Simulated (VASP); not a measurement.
K2S: single point with PBE

Crystal: K2S.

```
CELL_PARAMETERS angstrom
0.00000 3.73209 3.73209
3.73209 0.00000 3.73209
3.73209 3.73209 0.00000
ATOMIC_POSITIONS crystal
K 0.25000 0.25000 0.25000
K 0.75000 0.75000 0.75000
S 0.00000 0.00000 0.00000
```

```json
{
  "Program": "VASP 6.6.1",
  "Task": "single point",
  "Functional": "PBE",
  "Potentials or basis": "VASP PAW PBE potentials, release 64 (K_sv, S)",
  "Cutoff": "500 eV",
  "k mesh": "6 × 6 × 6",
  "Occupations": "fermi-dirac, width 0.1 eV",
  "Spin": "no spin polarisation"
}
```

```
Pressure               : 0.0 GPa
Band gap on the k mesh : 2.32 eV, indirect (least direct gap 2.49 eV)
```

Levels at points of the mesh, in eV from the valence-band top:
```
           k point  band 10  band 11  band 12  band 13  band 14  band 15
(0.00, 0.00, 0.00)    -0.17    -0.17    -0.17     2.32     5.46     5.46
(0.50, 0.00, 0.00)    -0.60    -0.06    -0.06     4.67     4.91     5.78
(0.50, 0.50, 0.00)    -0.72     0.00     0.00     3.50     5.24     6.47
```

Run time: 47 s on 1 thread of AMD EPYC 7R13, with other jobs on the host, peak memory 0.2 GiB.

A k mesh can miss the band edges.
